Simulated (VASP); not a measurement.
The system is AgI.

```xyz
4
Lattice="4.6741 0.0000 0.0000 -2.3371 4.0479 0.0000 0.0000 0.0000 7.5520" Properties=species:S:1:pos:R:3 pbc="T T T"
Ag    0.0000    2.6986   -0.0119
Ag    2.3371    1.3493    3.7641
I     0.0000    2.6986    2.8439
I     2.3371    1.3493    6.6199
```

This cell differs from its parent crystal: epitaxial xy strain +0.5%.

Base run:

```yaml
Program: VASP 6.6.1
Functional: r2SCAN
Potentials_or_basis: VASP PAW PBE potentials, release 64 (Ag, I)
Cutoff: 550 eV
k_mesh: 6 × 6 × 4
Occupations: gaussian, width 0.01 eV
Spin: no spin polarisation
```

Its results: band gap on the k mesh 1.84 eV; pressure -0.2 GPa.

Task: The run is repeated on the same cell with these changes: functional from r2SCAN to PBE; cutoff from 550 eV to 500 eV; occupations from gaussian, width 0.01 eV to fermi-dirac, width 0.02 eV. What comes out?

Result: Band gap on the k mesh 1.38 eV; pressure 0.5 GPa.

Caveats: spin-orbit coupling is left out, which moves the levels of the heavy elements; the PAW data sets were made with another functional, which shifts forces and pressure a little (at least some runs).

